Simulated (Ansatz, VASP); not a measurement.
**CaSe: VASP beside Ansatz**

```xyz
2
Lattice="0.0000 2.9869 2.9869 2.9869 0.0000 2.9869 2.9869 2.9869 0.0000" Properties=species:S:1:pos:R:3 pbc="T T T"
Ca    0.0000    0.0000    0.0000
Se    2.9869    2.9869    2.9869
```

Alike in both runs: task relaxation of the atoms; functional r2SCAN; k mesh 8 × 8 × 8; occupations fermi-dirac, width 0.02 eV; no spin polarisation.

|  | VASP | Ansatz |
| --- | --- | --- |
| version | VASP 6.6.1 | Ansatz 0.2.0 |
| potentials or method | VASP PAW PBE potentials, release 64 (Ca_sv, Se), cutoff 520 eV | PAW plane waves |
| valence electrons in the cell | 16 | 26 |

|  | VASP | Ansatz | Ansatz less VASP |
| --- | --- | --- | --- |
| gap on the k mesh at the Fermi level, each at its own relaxed structure (eV) | 2.56 | 2.56 | -0.001 |

VASP's potentials were made for PBE, not for r2SCAN. VASP's potentials hold 16 valence electrons a cell and Ansatz's 26, so a difference there can come from the potentials and not from the codes. Ansatz's warnings: stress scf threshold loose.

Noted on VASP's run: the relaxation stopped at its first step, so nothing moved.
